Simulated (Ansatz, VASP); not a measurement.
# MoS2 in VASP and in Ansatz

The input INCAR:

```
PREC     = Accurate       # precision mode
ENCUT    = 520            # plane-wave cutoff, eV
EDIFF    = 1E-8           # SCF threshold, eV
ISMEAR   = -1             # smearing method
SIGMA    = 0.03           # smearing width, eV
LREAL    = False          # projectors in reciprocal space
LASPH    = True           # aspherical terms in the spheres
NELM     = 100            # most SCF steps
ALGO     = Normal         # electronic algorithm
ISIF     = 2              # what is computed and relaxed
LWAVE    = False          # write WAVECAR
LCHARG   = False          # write CHGCAR
GGA      = CA             # functional
LEFG     = True         
NBANDS   = 35             # bands
```

File KPOINTS:

```
Automatic mesh
0
Gamma
  10 10 3
```

File POSCAR:

```
MoS2
1.0
    3.1819359971      0.0000000000      0.0000000000
   -1.5909679986      2.7556374067      0.0000000000
    0.0000000000      0.0000000000     12.3764262140
Mo S
2 4
Direct
    0.3333333333      0.6666666667      0.2500000000
    0.6666666667      0.3333333333      0.7500000000
    0.3333333333      0.6666666667      0.6275000000
    0.6666666667      0.3333333333      0.1275000000
    0.3333333333      0.6666666667      0.8725000000
    0.6666666667      0.3333333333      0.3725000000
```

Input for Ansatz:

```yaml
crystal:
  lattice:
    - [3.1819359971, 0.0, 0.0]
    - [-1.5909679986, 2.7556374067, 0.0]
    - [0.0, 0.0, 12.376426214]
  atoms:
    - { symbol: Mo, position: [0.3333333333, 0.6666666667, 0.25] }
    - { symbol: Mo, position: [0.6666666667, 0.3333333333, 0.75] }
    - { symbol: S, position: [0.3333333333, 0.6666666667, 0.6275] }
    - { symbol: S, position: [0.6666666667, 0.3333333333, 0.1275] }
    - { symbol: S, position: [0.3333333333, 0.6666666667, 0.8725] }
    - { symbol: S, position: [0.6666666667, 0.3333333333, 0.3725] }
kpoints:
  mp_grid: { grid: [10, 10, 3] }
scf:
  occupations: { method: fermi_dirac, width: 0.03 }
hamiltonian:
  xc: lda
  pseudopotentials: { kind: all_electron, datasets: crystal }
output:
  forces: true
  stress: true
  eigenvalues: true
  efg: { contact_densities: true }
```

Change from the starting cell: volume scaled by 1.02, crystal datasets.

Alike in both runs: task electric field gradients; functional LDA; k mesh 10 × 10 × 3; occupations fermi-dirac, width 0.03 eV; no spin polarisation.

|  | VASP | Ansatz |
| --- | --- | --- |
| version | VASP 6.6.1 | Ansatz 0.2.0 |
| potentials or method | VASP PAW LDA potentials, release 64 (Mo_sv, S), cutoff 520 eV | all-electron PAW with datasets made for the crystal, scalar-relativistic |

Ansatz gave:

```
pressure (GPa)                                                : -2.0
traceless stress, the component that is largest in VASP (GPa) : 4.30
rms of the force components (eV/Å)                            : 0.187
size of Vzz on the site where it differs most (V/Å²)          : 91.3
```

Question: Which values does VASP return?

Answer: Pressure (GPa): -1.9; traceless stress, the component that is largest in VASP (GPa): 4.27; rms of the force components (eV/Å): 0.192; size of Vzz on the site where it differs most (V/Å²): 94.3.

LDA's correlation is that of Perdew and Zunger in VASP and of Perdew and Wang (1992) in Ansatz. Atom by atom the forces differ by 0.005 eV/Å (rms over components). Ansatz ran all-electron here, and VASP with PAW potentials.
